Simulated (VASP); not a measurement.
# Mg (Im-3m) in VASP: notebook, part 2 of 3

VASP 6.6.1. Earlier steps stand in the parts before.

## Step 4: Single point, PBEsol

This run uses another cell than the first one, of 22.46 Å³/atom.

INCAR

```
ALGO = Normal ; EDIFF = 1E-6
ENCUT = 520 ; GGA = PS
ISIF = 2 ; ISMEAR = 0
LASPH = T ; LCHARG = T
LELF = T ; LREAL = F
LVHAR = T ; LWAVE = F
NBANDS = 7 ; NELM = 60
PREC = Accurate ; SIGMA = 0.1
```

KPOINTS

```
k-points
0
Gamma
  20 20 20
```

POSCAR

```
Mg
1.0
   -1.7774767724      1.7774767724      1.7774767724
    1.7774767724     -1.7774767724      1.7774767724
    1.7774767724      1.7774767724     -1.7774767724
Mg
1
Direct
    0.0000000000      0.0000000000      0.0000000000
```

Potentials or basis: VASP PAW PBE potentials, release 64 (Mg).

The run is started by

```bash
$ cat potpaw_PBE.64/Mg/POTCAR > POTCAR
$ mpirun -np 1 vasp_std > vasp.out
```

OUTCAR:

```text
EDIFF = 1E-6
   ENCUT = 520
   GGA = PS
   ISIF = 2
   ISMEAR = 0
   LASPH = T
   LREAL = F
   NELM = 60
   PREC = Accurate

 ion  position               nearest neighbor table
   1  0.000  0.000  0.000-

  LATTYP: Found a body centered cubic cell.
 ALAT       =     3.5549535448

  Lattice vectors:

 A1 = (  -1.7774767724,   1.7774767724,   1.7774767724)
 A2 = (   1.7774767724,  -1.7774767724,   1.7774767724)
 A3 = (   1.7774767724,   1.7774767724,  -1.7774767724)

Analysis of symmetry for initial positions (statically):
=====================================================================
 Subroutine PRICEL returns:
 Original cell was already a primitive cell.

 Routine SETGRP: Setting up the symmetry group for a
 body centered cubic supercell.

 Subroutine GETGRP returns: Found 48 space group operations
 (whereof 48 operations were pure point group operations)
 out of a pool of 48 trial point group operations.

The static configuration has the point symmetry O_h .

Analysis of symmetry for dynamics (positions and initial velocities):
=====================================================================
 Subroutine PRICEL returns:
 Original cell was already a primitive cell.

 Routine SETGRP: Setting up the symmetry group for a
 body centered cubic supercell.

 Subroutine GETGRP returns: Found 48 space group operations
 (whereof 48 operations were pure point group operations)
 out of a pool of 48 trial point group operations.

The dynamic configuration has the point symmetry O_h .

 Subroutine INISYM returns: Found 48 space group operations
 (whereof 48 operations are pure point group operations),
 and found     1 'primitive' translations

----------------------------------------------------------------------------------------

                                     Primitive cell

  volume of cell :      22.4632

  direct lattice vectors                    reciprocal lattice vectors
    -1.777476772  1.777476772  1.777476772     0.000000000  0.281297628  0.281297628
     1.777476772 -1.777476772  1.777476772     0.281297628  0.000000000  0.281297628
     1.777476772  1.777476772 -1.777476772     0.281297628  0.281297628  0.000000000

  length of vectors
     3.078680079  3.078680079  3.078680079     0.397814921  0.397814921  0.397814921

  position of ions in fractional coordinates (direct lattice)
     0.000000000  0.000000000  0.000000000

  ion indices of the primitive-cell ions
   primitive index   ion index
                 1           1

----------------------------------------------------------------------------------------

 KPOINTS: k-points

Automatic generation of k-mesh.
 Grid dimensions read from file:
 generate k-points for:   20   20   20

 Generating k-lattice:

  Cartesian coordinates                     Fractional coordinates (reciprocal lattice)
     0.000000000  0.014064881  0.014064881     0.050000000  0.000000000  0.000000000
     0.014064881  0.000000000  0.014064881     0.000000000  0.050000000  0.000000000
     0.014064881  0.014064881  0.000000000     0.000000000  0.000000000  0.050000000

  Length of vectors
     0.019890746  0.019890746  0.019890746

  Shift w.r.t. Gamma in fractional coordinates (k-lattice)
     0.000000000  0.000000000  0.000000000

 Subroutine IBZKPT returns following result:
 ===========================================

 Found    256 irreducible k-points:

 Following reciprocal coordinates:
            Coordinates               Weight
  0.000000  0.000000  0.000000      1.000000
  0.050000  0.000000  0.000000     12.000000
  0.100000  0.000000  0.000000     12.000000
  0.150000  0.000000  0.000000     12.000000
  0.200000  0.000000  0.000000     12.000000
  0.250000  0.000000  0.000000     12.000000
[... 16 lines left out ...]
  0.200000  0.100000  0.000000     48.000000
  0.250000  0.100000  0.000000     48.000000
 [... further k-points ...]
   k-points           NKPTS =    256   k-points in BZ     NKDIM =    256   number of bands    NBANDS=      7
   number of dos      NEDOS =    301   number of ions     NIONS =      1
   total plane-waves  NPLWV =  13824
   dimension x,y,z NGX =    24 NGY =   24 NGZ =   24
   dimension x,y,z NGXF=    48 NGYF=   48 NGZF=   48
   ions per type =               1
   NGX,Y,Z   is equivalent  to a cutoff of  12.96, 12.96, 12.96 a.u.
   NGXF,Y,Z  is equivalent  to a cutoff of  25.92, 25.92, 25.92 a.u.
 SYSTEM =  unknown system
   PREC   = accura    normal or accurate (medium, high low for compatibility)
   ISTART =      0    job   : 0-new  1-cont  2-samecut
   ICHARG =      2    charge: 1-file 2-atom 10-const
   ISPIN  =      1    spin polarized calculation?
   LNONCOLLINEAR =      F non collinear calculations
   LSORBIT =      F    spin-orbit coupling
   LASPH  =      T    aspherical Exc in radial PAW
   ENCUT  =  520.0 eV  38.22 Ry    6.18 a.u.   5.72  5.72  5.72*2*pi/ulx,y,z
   NELM   =     60;   NELMIN=  2; NELMDL= -5     # of ELM steps
   EDIFF  = 0.1E-05   stopping-criterion for ELM
   LREAL  =      F    real-space projection
   EDIFFG = 0.1E-04   stopping-criterion for IOM
   NSW    =      0    number of steps for IOM
   IBRION =     -1    ionic relax: 0-MD 1-quasi-New 2-CG
   NFREE  =      0    steps in history (QN), initial steepest desc. (CG)
   ISIF   =      2    stress and relaxation
   ISYM   =      2    0-nonsym 1-usesym 2-fastsym
   POTIM  = 0.5000    time-step for ionic-motion
   TEBEG  =    0.0;   TEEND  =   0.0 temperature during run
   PSTRESS=    0.0 pullay stress
   NELECT =       2.0000    total number of electrons
   NUPDOWN=      -1.0000    fix difference up-down
   EMIN   =  10.00;   EMAX   =-10.00  energy-range for DOS
   EFERMI =   0.00;   METHOD = LEGACY
   ISMEAR =     0;   SIGMA  =   0.10  broadening in eV -4-tet -1-fermi 0-gaus
   EFERMI_NEDOS =   21; number of points for ismear=-14 and -15
   IALGO  =     38    algorithm
   IMIX   =      4    mixing-type and parameters
     AMIX     =   0.40;   BMIX     =  1.00
     AMIX_MAG =   1.60;   BMIX_MAG =  1.00
  volume/ion in A,a.u.               =      22.46       151.59
  Fermi-wavevector in a.u.,A,eV,Ry     =   0.731017  1.381422  7.270764  0.534386
  Thomas-Fermi vector in A             =   1.823130
   LORBIT       =      0    0 simple, 1 ext, 2 COOP (PROOUT), +10 PAW based schemes
   GGA     = PS    functional components
   LHFCALC =     F    Hartree Fock is set to
   AEXX    =    0.0000 exact exchange contribution
   IVDW    =     0    specifies the selected vdW correction
   LEPSILON=     F    determine dielectric tensor
   LRPA    =     F    only Hartree local field effects (RPA)
 non-spin polarized calculation
 Gauss-broadening in eV      SIGMA  =   0.10
  energy-cutoff  :      520.00
  volume of cell :       22.46
 maximum number of plane-waves:       620
   NGX = 11   NGY = 11   NGZ = 11

 number of electron       2.0000000 magnetization

 Free energy of the ion-electron system (eV)
  ---------------------------------------------------
  ext. energy  EPLUGINS =         0.00000000
  ---------------------------------------------------
  free energy    TOTEN  =        -1.69753026 eV

  energy without entropy =       -1.69560144  energy(sigma->0) =       -1.69656585

 E-fermi :   2.7631     XC(G=0):  -8.6051

 val. band max:        2.7585598994   @ k =  -0.4000  -0.4000   0.0500
 cond. band min:       2.7645936127   @ k =  -0.4000  -0.4500   0.0500
 fundamental gap:      0.0060337133
 Fermi energy:         2.7631209325

 k-point     1 :       0.0000    0.0000    0.0000
  band No.  band energies     occupation
      1      -4.3139      2.00000
      2      15.8655      0.00000
      3      15.8655      0.00000
      4      15.8655      0.00000
      5      17.9129      0.00000
      6      17.9129      0.00000
      7      18.1154      0.00000
[... 221 lines left out ...]
 k-point    24 :       0.2500    0.1000    0.0000
  band No.  band energies     occupation
      1      -2.0127      2.00000
      2       6.9929      0.00000
      3      10.2453      0.00000
      4      12.5520      0.00000
      5      14.8965      0.00000
      6      16.8968      0.00000
      7      18.6793      0.00000

 [... further k-points ...]

------------------------ aborting loop because EDIFF is reached ----------------------------------------

  FORCE on cell =-STRESS in cart. coord.  units (eV):
  Direction    XX          YY          ZZ          XY          YZ          ZX
  --------------------------------------------------------------------------------------
  -------------------------------------------------------------------------------------
  Total       -0.0074664     -0.0074664     -0.0074664      0.0000000      0.0000000      0.0000000
  in kB       -0.5325395     -0.5325395     -0.5325395      0.0000000      0.0000000      0.0000000
  external PRESSURE =      -0.5325395 kB  Pullay stress =       0.0000000 kB

 VOLUME and BASIS-vectors are now :
 -----------------------------------------------------------------------------
  energy-cutoff  :      520.00
  volume of cell :       22.46
      direct lattice vectors                 reciprocal lattice vectors
    -1.777476772  1.777476772  1.777476772     0.000000000  0.281297628  0.281297628
     1.777476772 -1.777476772  1.777476772     0.281297628  0.000000000  0.281297628
     1.777476772  1.777476772 -1.777476772     0.281297628  0.281297628  0.000000000

 POSITION                                       TOTAL-FORCE (eV/Angst)
 -----------------------------------------------------------------------------------
      0.00000      0.00000      0.00000         0.000000      0.000000     -0.000000
 -----------------------------------------------------------------------------------
    total drift:                                0.000000     -0.000000     -0.000000

  FREE ENERGIE OF THE ION-ELECTRON SYSTEM (eV)
  ---------------------------------------------------
  free  energy   TOTEN  =        -1.6975302564 eV

  energy  without entropy=       -1.6956014447  energy(sigma->0) =       -1.69656585
```

Run time: 31 s. Hardware: 1 thread of Intel Xeon 8259CL, shared host; peak memory 0.17 GiB.

What came out:

* Free energy: -1.6975 eV
* Pressure: -0.1 GPa
* Band gap on the k mesh: zero (bands 1 and 2 overlap by 4.82 eV)

Levels at points of the mesh, in eV from the Fermi level:
```csv
k point,band 1,band 2,band 3,band 4,band 5,band 6
"(0.00, 0.00, 0.00)",-7.08,13.10,13.10,13.10,15.15,15.15
"(0.50, 0.00, 0.00)",-1.56,-0.95,8.65,9.45,10.30,11.64
"(0.50, 0.50, 0.50)",3.87,3.87,3.87,3.97,3.97,7.71
```

Caveat: the PAW data sets were made with another functional, which shifts forces and pressure a little.

(Continued in part 3 of 3.)
